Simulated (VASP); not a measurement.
# Na (R-3m) in VASP: single point with PBE

Aim: the single point of Na with PBE.

All numbers are computed with VASP 6.6.1; they aren't measurements. Logs are shortened: lines on timing, memory, paths and dates and some standing lists are left out, and cuts for length are marked.

### Step 1. The cell of the first run

Symmetry: R-3m, No. 166, trigonal system. Conventional cell: a = 4.581 Å, b = 4.581 Å, c = 12.744 Å, α = 90.00°, β = 90.00°, γ = 120.00°. Na (site symmetry 3m) has 6 Na at 3.07 to 3.78 Å within 4.0 Å.

### Step 2. Single point, PBE

File INCAR:

```
  PREC = Accurate
  ENCUT = 520
  EDIFF = 1E-7
  ISMEAR = 0
  SIGMA = 0.1
  LREAL = F
  LASPH = T
  NELM = 100
  ALGO = Normal
  ISIF = 2
  LWAVE = F
  LCHARG = F
  GGA = PE
  NBANDS = 14
```

File KPOINTS:

```
regular mesh
0
Gamma
  6 6 6
```

File POSCAR:

```
Na
1.0
    2.2907392572      1.3225589268      4.2479013087
   -2.2907392572      1.3225589268      4.2479013087
    0.0000000000     -2.6451178536      4.2479013087
Na
2
Direct
    0.2275400000      0.2275400000      0.2275400000
    0.7724600000      0.7724600000      0.7724600000
```

Potentials or basis: VASP PAW PBE potentials, release 64 (Na_pv).

On the command line:

```bash
> cat potpaw_PBE.64/Na_pv/POTCAR > POTCAR
> mpirun -np 1 vasp_std > vasp.out
```

OUTCAR:

```text
PREC = Accurate
   ENCUT = 520
   EDIFF = 1E-7
   ISMEAR = 0
   LREAL = F
   LASPH = T
   NELM = 100
   ISIF = 2
   GGA = PE

 ion  position               nearest neighbor table
   1  0.228  0.228  0.228-
   2  0.772  0.772  0.772-

  LATTYP: Found a trigonal (rhomboedric) cell.
 ALAT       =     5.0041296933
 COS(alpha) =     0.5808936906

  Lattice vectors:

 A1 = (   2.2907392572,   1.3225589268,   4.2479013087)
 A2 = (  -2.2907392572,   1.3225589268,   4.2479013087)
 A3 = (   0.0000000000,  -2.6451178536,   4.2479013087)

Analysis of symmetry for initial positions (statically):
=====================================================================
 Subroutine PRICEL returns:
 Original cell was already a primitive cell.

 Routine SETGRP: Setting up the symmetry group for a
 trigonal (rhombohedral) supercell.

 Subroutine GETGRP returns: Found 12 space group operations
 (whereof 12 operations were pure point group operations)
 out of a pool of 12 trial point group operations.

The static configuration has the point symmetry D_3d.

Analysis of symmetry for dynamics (positions and initial velocities):
=====================================================================
 Subroutine PRICEL returns:
 Original cell was already a primitive cell.

 Routine SETGRP: Setting up the symmetry group for a
 trigonal (rhombohedral) supercell.

 Subroutine GETGRP returns: Found 12 space group operations
 (whereof 12 operations were pure point group operations)
 out of a pool of 12 trial point group operations.

The dynamic configuration has the point symmetry D_3d.

 Subroutine INISYM returns: Found 12 space group operations
 (whereof 12 operations are pure point group operations),
 and found     1 'primitive' translations

----------------------------------------------------------------------------------------

                                     Primitive cell

  volume of cell :      77.2176

  direct lattice vectors                    reciprocal lattice vectors
     2.290739257  1.322558927  4.247901309     0.218270149  0.126018330  0.078470122
    -2.290739257  1.322558927  4.247901309    -0.218270149  0.126018330  0.078470122
     0.000000000 -2.645117854  4.247901309     0.000000000 -0.252036659  0.078470122

  length of vectors
     5.004129693  5.004129693  5.004129693     0.263969766  0.263969766  0.263969766

  position of ions in fractional coordinates (direct lattice)
     0.227540000  0.227540000  0.227540000
     0.772460000  0.772460000  0.772460000

  ion indices of the primitive-cell ions
   primitive index   ion index
                 1           1
                 2           2

----------------------------------------------------------------------------------------

 KPOINTS: regular mesh

Automatic generation of k-mesh.
 Grid dimensions read from file:
 generate k-points for:    6    6    6

 Generating k-lattice:

  Cartesian coordinates                     Fractional coordinates (reciprocal lattice)
     0.036378358  0.021003055  0.013078354     0.166666667  0.000000000  0.000000000
    -0.036378358  0.021003055  0.013078354     0.000000000  0.166666667  0.000000000
     0.000000000 -0.042006110  0.013078354     0.000000000  0.000000000  0.166666667

  Length of vectors
     0.043994961  0.043994961  0.043994961

  Shift w.r.t. Gamma in fractional coordinates (k-lattice)
     0.000000000  0.000000000  0.000000000

 Subroutine IBZKPT returns following result:
 ===========================================

 Found     32 irreducible k-points:

 Following reciprocal coordinates:
            Coordinates               Weight
  0.000000  0.000000  0.000000      1.000000
  0.166667  0.000000  0.000000      6.000000
  0.333333  0.000000  0.000000      6.000000
  0.500000 -0.000000  0.000000      3.000000
  0.166667  0.166667  0.000000      6.000000
  0.333333  0.166667  0.000000     12.000000
[... 16 lines left out ...]
  0.500000  0.500000  0.166667      6.000000
 -0.333333  0.500000  0.166667     12.000000
 [... further k-points ...]
   k-points           NKPTS =     32   k-points in BZ     NKDIM =     32   number of bands    NBANDS=     14
   number of dos      NEDOS =    301   number of ions     NIONS =      2
   total plane-waves  NPLWV =  64000
   dimension x,y,z NGX =    40 NGY =   40 NGZ =   40
   dimension x,y,z NGXF=    80 NGYF=   80 NGZF=   80
   ions per type =               2
   NGX,Y,Z   is equivalent  to a cutoff of  13.29, 13.29, 13.29 a.u.
   NGXF,Y,Z  is equivalent  to a cutoff of  26.58, 26.58, 26.58 a.u.
 SYSTEM =  unknown system
   PREC   = accura    normal or accurate (medium, high low for compatibility)
   ISTART =      0    job   : 0-new  1-cont  2-samecut
   ICHARG =      2    charge: 1-file 2-atom 10-const
   ISPIN  =      1    spin polarized calculation?
   LNONCOLLINEAR =      F non collinear calculations
   LSORBIT =      F    spin-orbit coupling
   LASPH  =      T    aspherical Exc in radial PAW
   ENCUT  =  520.0 eV  38.22 Ry    6.18 a.u.   9.30  9.30  9.30*2*pi/ulx,y,z
   NELM   =    100;   NELMIN=  2; NELMDL= -5     # of ELM steps
   EDIFF  = 0.1E-06   stopping-criterion for ELM
   LREAL  =      F    real-space projection
   EDIFFG = 0.1E-05   stopping-criterion for IOM
   NSW    =      0    number of steps for IOM
   IBRION =     -1    ionic relax: 0-MD 1-quasi-New 2-CG
   NFREE  =      0    steps in history (QN), initial steepest desc. (CG)
   ISIF   =      2    stress and relaxation
   ISYM   =      2    0-nonsym 1-usesym 2-fastsym
   POTIM  = 0.5000    time-step for ionic-motion
   TEBEG  =    0.0;   TEEND  =   0.0 temperature during run
   PSTRESS=    0.0 pullay stress
   NELECT =      14.0000    total number of electrons
   NUPDOWN=      -1.0000    fix difference up-down
   EMIN   =  10.00;   EMAX   =-10.00  energy-range for DOS
   EFERMI =   0.00;   METHOD = LEGACY
   ISMEAR =     0;   SIGMA  =   0.10  broadening in eV -4-tet -1-fermi 0-gaus
   EFERMI_NEDOS =   21; number of points for ismear=-14 and -15
   IALGO  =     38    algorithm
   IMIX   =      4    mixing-type and parameters
     AMIX     =   0.40;   BMIX     =  1.00
     AMIX_MAG =   1.60;   BMIX_MAG =  1.00
  volume/ion in A,a.u.               =      38.61       260.55
  Fermi-wavevector in a.u.,A,eV,Ry     =   0.926571  1.750965 11.681063  0.858534
  Thomas-Fermi vector in A             =   2.052548
   LORBIT       =      0    0 simple, 1 ext, 2 COOP (PROOUT), +10 PAW based schemes
   GGA     = PE    functional components
   LHFCALC =     F    Hartree Fock is set to
   AEXX    =    0.0000 exact exchange contribution
   IVDW    =     0    specifies the selected vdW correction
   LEPSILON=     F    determine dielectric tensor
   LRPA    =     F    only Hartree local field effects (RPA)
 non-spin polarized calculation
 Gauss-broadening in eV      SIGMA  =   0.10
  energy-cutoff  :      520.00
  volume of cell :       77.22
 maximum number of plane-waves:      2109
 NGX is ok and might be reduce to    40
   NGX = 19   NGY = 19   NGZ = 19

 number of electron      14.0000000 magnetization

 Free energy of the ion-electron system (eV)
  ---------------------------------------------------
  ext. energy  EPLUGINS =         0.00000000
  ---------------------------------------------------
  free energy    TOTEN  =        -2.24568863 eV

  energy without entropy =       -2.24135035  energy(sigma->0) =       -2.24351949

 E-fermi :   0.3358     XC(G=0):  -6.3780

 val. band max:        0.2755501987   @ k =   0.5000   0.5000   0.0000
 cond. band min:       0.3625473234   @ k =  -0.3333   0.1667   0.1667
 fundamental gap:      0.0869971247
 Fermi energy:         0.3357604430

 k-point     1 :       0.0000    0.0000    0.0000
  band No.  band energies     occupation
      1     -24.9974      2.00000
      2     -24.9974      2.00000
      3     -24.9854      2.00000
      4     -24.9435      2.00000
      5     -24.9391      2.00000
      6     -24.9391      2.00000
      7      -2.9640      2.00000
      8       5.0430      0.00000
      9       5.0570      0.00000
     10       6.6337      0.00000
     11       6.6337      0.00000
     12       6.8435      0.00000
     13       6.8435      0.00000
     14       7.7598      0.00000

 k-point     2 :       0.1667    0.0000    0.0000
  band No.  band energies     occupation
      1     -24.9982      2.00000
      2     -24.9980      2.00000
      3     -24.9862      2.00000
      4     -24.9435      2.00000
      5     -24.9389      2.00000
      6     -24.9387      2.00000
      7      -2.6635      2.00000
      8       4.0586      0.00000
      9       4.5269      0.00000
     10       5.8436      0.00000
     11       6.1187      0.00000
     12       6.9474      0.00000
     13       7.3191      0.00000
     14       7.5162      0.00000

 k-point     3 :       0.3333    0.0000    0.0000
  band No.  band energies     occupation
      1     -25.0001      2.00000
      2     -24.9994      2.00000
      3     -24.9877      2.00000
      4     -24.9449      2.00000
      5     -24.9381      2.00000
      6     -24.9372      2.00000
      7      -1.7718      2.00000
      8       1.6616      0.00000
      9       4.4252      0.00000
     10       5.4548      0.00000
     11       5.8668      0.00000
     12       6.4003      0.00000
     13       6.4619      0.00000
     14       7.4607      0.00000
[... 324 lines left out ...]
 k-point    23 :       0.5000    0.5000    0.1667
  band No.  band energies     occupation
      1     -25.0072      2.00000
      2     -25.0031      2.00000
      3     -24.9930      2.00000
      4     -24.9400      2.00000
      5     -24.9347      2.00000
      6     -24.9307      2.00000
      7      -0.6206      2.00000
      8       1.2117      0.00000
      9       1.9068      0.00000
     10       4.0700      0.00000
     11       4.5791      0.00000
     12       5.6105      0.00000
     13      10.1077      0.00000
     14      10.7745      0.00000

 k-point    24 :      -0.3333    0.5000    0.1667
  band No.  band energies     occupation
      1     -25.0094      2.00000
      2     -25.0052      2.00000
      3     -24.9939      2.00000
      4     -24.9404      2.00000
      5     -24.9321      2.00000
      6     -24.9291      2.00000
      7       0.5095      0.01399
      8       0.9359      0.00000
      9       1.4523      0.00000
     10       2.1763      0.00000
     11       5.3465      0.00000
     12       6.7371      0.00000
     13       8.2681      0.00000
     14       9.7523      0.00000

 [... further k-points ...]
[... 5 lines left out ...]
  --------------------------------------------------------------------------------------
  -------------------------------------------------------------------------------------
  Total        0.2369856      0.2369856      0.2989040      0.0000000      0.0000000      0.0000000
  in kB        4.9171815      4.9171815      6.2019169      0.0000000      0.0000000      0.0000000
  external PRESSURE =       5.3454267 kB  Pullay stress =       0.0000000 kB

 VOLUME and BASIS-vectors are now :
 -----------------------------------------------------------------------------
  energy-cutoff  :      520.00
  volume of cell :       77.22
      direct lattice vectors                 reciprocal lattice vectors
     2.290739257  1.322558927  4.247901309     0.218270149  0.126018330  0.078470122
    -2.290739257  1.322558927  4.247901309    -0.218270149  0.126018330  0.078470122
     0.000000000 -2.645117854  4.247901309     0.000000000 -0.252036659  0.078470122

 POSITION                                       TOTAL-FORCE (eV/Angst)
 -----------------------------------------------------------------------------------
      0.00000      0.00000      2.89970         0.000000     -0.000000      0.493978
      0.00000      0.00000      9.84400         0.000000      0.000000     -0.493978
 -----------------------------------------------------------------------------------
    total drift:                               -0.000000      0.000000     -0.000000

  FREE ENERGIE OF THE ION-ELECTRON SYSTEM (eV)
  ---------------------------------------------------
  free  energy   TOTEN  =        -2.2456886275 eV

  energy  without entropy=       -2.2413503484  energy(sigma->0) =       -2.24351949
```

Run time: 25 s. Hardware: 1 thread of Intel Xeon 6975P-C (Granite Rapids), shared host; peak memory 0.23 GiB.

Results:

```yaml
Free_energy: -2.2457 eV
Pressure: 0.5 GPa
Largest_force: 0.494 eV/Å
Band_gap_on_the_k_mesh: zero (band 7 reaches 0.51 eV, above the bottom of band 8 at -0.68 eV)
```

Forces in eV/Å, atoms in the order of the input:
```
Na   0.000  0.000  0.494
Na   0.000  0.000 -0.494
```
